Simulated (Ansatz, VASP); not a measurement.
# One calculation of SiO2, two programs

Contents of INCAR:

```
SYSTEM = SiO2
PREC = Accurate ; ENCUT = 520
EDIFF = 1E-6 ; ISMEAR = -1
SIGMA = 0.05 ; LREAL = .FALSE.
LASPH = .TRUE. ; NELM = 60
ALGO = Normal ; ISIF = 2
LWAVE = .FALSE. ; LCHARG = .FALSE.
GGA = PS ; NBANDS = 25
```

KPOINTS

```
Automatic mesh
0
G
  8 8 11
  0 0 0
```

The input POSCAR:

```
SiO2
1.0
    3.5471775583      0.0000000000      0.0000000000
    0.0000000000      3.5471775583      0.0000000000
    0.0000000000      0.0000000000      2.3222516494
Si O
2 4
Direct
    0.0000000000      0.0000000000      0.0000000000
    0.5000000000      0.5000000000      0.5000000000
    0.2982232298      0.2982232298      0.0000000000
    0.7017767702      0.7017767702      0.0000000000
    0.7982232298      0.2017767702      0.5000000000
    0.2017767702      0.7982232298      0.5000000000
```

Input for Ansatz:

```yaml
crystal:
  lattice:
    - [3.5471775583, 0.0, 0.0]
    - [0.0, 3.5471775583, 0.0]
    - [0.0, 0.0, 2.3222516494]
  atoms:
    - { symbol: Si, position: [0.0, 0.0, 0.0] }
    - { symbol: Si, position: [0.5, 0.5, 0.5] }
    - { symbol: O, position: [0.2982232298, 0.2982232298, 0.0] }
    - { symbol: O, position: [0.7017767702, 0.7017767702, 0.0] }
    - { symbol: O, position: [0.7982232298, 0.2017767702, 0.5] }
    - { symbol: O, position: [0.2017767702, 0.7982232298, 0.5] }
kpoints:
  mp_grid: { grid: [8, 8, 11] }
  band_path:
    path:
      - [0.0, 0.0, 0.0]
      - [0.0, 0.5, 0.0]
      - [0.5, 0.5, 0.0]
      - [0.0, 0.0, 0.0]
      - [0.0, 0.0, 0.5]
      - [0.0, 0.5, 0.5]
      - [0.5, 0.5, 0.5]
      - [0.0, 0.0, 0.5]
      - [0.0, 0.5, 0.0]
    npoints: 8
scf:
  occupations: { method: fermi_dirac, width: 0.05 }
hamiltonian:
  xc: pbesol
  pseudopotentials: { kind: all_electron, lapw: { basis_error: 0.001 } }
output:
  forces: true
  stress: true
  eigenvalues: true
  populations: true
  dos: { projected: true, de: 0.2, e_range: [-14, 8] }
```

Change from the starting cell: volume scaled by 0.62, LAPW.

Alike in both runs: task single point; functional PBEsol; k mesh 8 × 8 × 11; occupations fermi-dirac, width 0.05 eV; no spin polarisation.

```csv
,VASP,Ansatz
version,VASP 6.6.1,Ansatz 0.2.0
potentials or method,"VASP PAW PBE potentials, release 64 (Si, O), cutoff 520 eV","all-electron LAPW, scalar-relativistic"
```

```csv
,VASP,Ansatz,Ansatz less VASP
gap on the k mesh at the Fermi level (eV),6.88,6.92,+0.037
pressure (GPa),390.7,384.4,-6.36
"traceless stress, the component that is largest in VASP (GPa)",1.52,0.37,-1.149
rms of the force components (eV/Å),0.028,0.009,-0.0196
```

VASP's potentials were made for PBE, not for PBEsol. Atom by atom the forces differ by 0.037 eV/Å (rms over components). Both programs put the cell under a high pressure, so it lies far from rest at this level. Ansatz ran all-electron here, and VASP with PAW potentials.

Noted on VASP's run: the cell as given lies far from equilibrium.
